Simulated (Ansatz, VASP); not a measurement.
Two plane-wave programs on As

```
As
1.0
     3.10949    0.00000    0.00000
    -1.55474    2.69290    0.00000
     0.00000    0.00000   10.53718
As
4
Cartesian
  -1.5547 2.6929 0.0000
  -1.5547 2.6929 5.2686
  0.0000 1.7953 2.6343
  1.5547 0.8976 7.9029
```

Alike in both runs: task single point; functional RPBE; k mesh 14 × 14 × 4; occupations fermi-dirac, width 0.1 eV; no spin polarisation.

|  | VASP | Ansatz |
| --- | --- | --- |
| version | VASP 6.6.1 | Ansatz 0.2.0 |
| potentials or method | VASP PAW PBE potentials, release 64 (As), cutoff 520 eV | plane waves (420 eV) with PAW, scalar-relativistic |
| valence electrons in the cell | 20 | 60 |

```csv
,VASP,Ansatz,Ansatz less VASP
pressure (GPa),-6.7,-6.7,+0.05
"traceless stress, the component that is largest in VASP (GPa)",0.65,0.65,0.000
```

VASP's potentials were made for PBE, not for RPBE. VASP's potentials hold 20 valence electrons a cell and Ansatz's 60, so a difference there can come from the potentials and not from the codes.
